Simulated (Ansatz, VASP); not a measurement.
**One calculation of TiO2, two programs**

Contents of INCAR:

```
PREC = Accurate
ENCUT = 520
EDIFF = 1E-6
ISMEAR = 0
SIGMA = 0.05
LREAL = F
LASPH = T
NELM = 150
ALGO = Normal
ISIF = 2
LWAVE = F
LCHARG = F
LMAXMIX = 4
LDAU = T
LDAUTYPE = 2
LDAUL = 2 -1
LDAUU = 4 0
LDAUJ = 0 0
LDAUPRINT = 1
GGA = PE
IVDW = 12
NBANDS = 19
```

Contents of KPOINTS:

```
regular mesh
0
Gamma
  9 9 9
```

The input POSCAR:

```
TiO2
1.0
    1.4689500000      0.8480986779      5.2476666667
   -1.4689500000      0.8480986779      5.2476666667
    0.0000000000     -1.6961973559      5.2476666667
Ti O
1 2
Direct
    0.0000000000      0.0000000000      0.0000000000
    0.6017580785      0.6017580785      0.6017580785
    0.3982419215      0.3982419215      0.3982419215
```

Input for Ansatz:

```yaml
crystal:
  lattice:
    - [1.46895, 0.8480986779, 5.2476666667]
    - [-1.46895, 0.8480986779, 5.2476666667]
    - [0.0, -1.6961973559, 5.2476666667]
  atoms:
    - { symbol: Ti, position: [0.0, 0.0, 0.0] }
    - { symbol: O, position: [0.6017580785, 0.6017580785, 0.6017580785] }
    - { symbol: O, position: [0.3982419215, 0.3982419215, 0.3982419215] }
basis:
  ecutwfc: 520.0
kpoints:
  mp_grid: { grid: [9, 9, 9] }
hamiltonian:
  xc: pbe
  pseudopotentials: { kind: paw, azcp: { folder: soft_1 } }
  dispersion: d3bj
  hubbard: { sites: [{ species: Ti, l: d, u_eff: 4.0 }] }
scf:
  occupations: { method: gaussian, width: 0.05 }
output:
  forces: true
  stress: true
  eigenvalues: true
```

Alike in both runs: task single point; functional PBE; dispersion D3(BJ); k mesh 9 × 9 × 9; occupations gaussian, width 0.05 eV; no spin polarisation; Hubbard terms Ti d U = 4.0 eV.

|  | VASP | Ansatz |
| --- | --- | --- |
| version | VASP 6.6.1 | Ansatz 0.2.0 |
| potentials or method | VASP PAW PBE potentials, release 64 (Ti_sv, O), cutoff 520 eV | scalar-relativistic, plane waves, PAW |
| valence electrons in the cell | 24 | 24 |

```tsv
	VASP	Ansatz	Ansatz less VASP
gap on the k mesh at the Fermi level (eV)	3.17	3.10	-0.075
least direct gap on the mesh (eV)	3.40	3.29	-0.107
pressure (GPa)	5.2	1.5	-3.67
traceless stress, the component that is largest in VASP (GPa)	-9.50	-9.14	+0.360
rms of the force components (eV/Å)	0.156	0.351	+0.1947
```

The programs project onto different local orbitals, so the same U acts differently, and such runs can settle in different states. Atom by atom the forces differ by 0.195 eV/Å (rms over components).
